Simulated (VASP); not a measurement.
# Si32C (a cell with a defect): single point with PBE

System: Si32C (a cell with a defect).

```xyz
33
Lattice="-5.4697 5.4697 5.4697 5.4697 -5.4697 5.4697 5.4697 5.4697 -5.4697" Properties=species:S:1:pos:R:3 pbc="T T T"
Si    1.4681    1.2932   -1.3713
Si    1.3808   -1.3596    1.3362
Si    6.8288    1.2832   -1.3711
Si    6.7534   -1.3474    1.3262
Si   -1.3179    1.4062    1.4063
Si    4.1702    4.0615   -1.4254
Si    4.1566    1.3899    1.4160
Si    4.0319   -1.4487    4.0687
Si    1.5152    6.4898   -1.2802
Si    1.4043    4.0275    1.3463
Si    1.3996    1.2665    4.1437
Si    1.2659   -1.4831    6.8734
Si   -1.1169    6.5496    1.0867
Si   -1.3818    4.0709    4.0962
Si   -1.2481    1.4006    6.8611
Si    3.9418    4.2773    4.0411
Si    2.7109    2.7917   -2.7676
Si    2.8314    0.0007    0.0514
Si    2.6792   -2.8201    2.6924
Si    8.1797    0.0712    0.0978
Si    0.0303    2.7247   -0.0800
Si    0.0361   -0.0015    2.7305
Si    5.4566    2.6588   -0.0655
Si    5.4183   -0.0529    2.7777
Si   -2.8154    2.6599    2.8405
Si    2.9678    5.3434    0.1271
Si    2.7129    2.6874    2.7865
Si    2.6730   -0.1605    5.5258
Si   -0.1063    8.5689   -0.1169
Si    0.0317    5.3792    2.7433
Si    0.0331    2.7118    5.3913
Si    0.0348    0.0021    8.2315
C    -0.1014    6.7667   -0.4425
```

- Program: VASP 6.6.1
- Task: single point
- Functional: PBE
- Potentials or basis: VASP PAW PBE potentials, release 64 (Si, C)
- Cutoff: 520 eV
- k mesh: 1 × 1 × 1
- Occupations: fermi-dirac, width 0.01 eV
- Spin: no spin polarisation
- Dipole correction: no
- Further INCAR settings: LREAL = Auto; ALGO = Normal; EDIFF = 1e-06; NBANDS = 88

```
Pressure      : 1.0 GPa
Largest force : 0.589 eV/Å
```

Forces in eV/Å, atoms in the order of the input:
```
Si   0.066  0.053 -0.049
Si  -0.009  0.098  0.045
Si   0.032  0.008 -0.024
Si   0.021 -0.098 -0.105
Si  -0.026  0.034  0.023
Si  -0.008  0.002  0.005
Si   0.069 -0.011  0.030
Si   0.044  0.048  0.004
Si  -0.203 -0.185 -0.098
Si  -0.021 -0.025  0.027
Si   0.039 -0.024 -0.005
Si  -0.033 -0.002  0.004
Si  -0.126  0.113  0.212
Si  -0.046 -0.015  0.020
Si  -0.063 -0.020 -0.049
Si   0.004  0.040  0.011
Si   0.324 -0.267 -0.413
Si   0.007  0.053  0.027
Si   0.006  0.053 -0.014
Si  -0.002  0.028  0.021
Si  -0.012 -0.027  0.007
Si  -0.027  0.054  0.036
Si   0.004 -0.015 -0.009
Si   0.124 -0.089 -0.100
Si  -0.082 -0.022  0.054
Si  -0.057 -0.027 -0.022
Si   0.052  0.004  0.013
Si   0.021 -0.004  0.052
Si   0.030  0.138  0.047
Si  -0.031 -0.006  0.044
Si  -0.018 -0.074 -0.052
Si  -0.015  0.043 -0.013
C   -0.064  0.140  0.272
```

Stress tensor (GPa, compression positive):
```
 0.44 -0.12  1.51
-0.12  2.18 -0.05
 1.51 -0.05  0.33
```

Levels at points of the mesh, in eV from the Fermi level:
```tsv
k point	band 63	band 64	band 65	band 66	band 67	band 68	band 69	band 70
(0.00, 0.00, 0.00)	-0.90	-0.54	-0.34	-0.28	0.24	0.40	0.50	0.63
```

It took 110 s on 1 thread of Intel(R) Xeon(R) Platinum 8375C CPU @ 2.90GHz (Ice Lake) (shared host), peak memory 0.62 GiB.

Caveat: the k points lie up to 0.81 Å⁻¹ apart, too coarse for converged energies, forces and pressures.
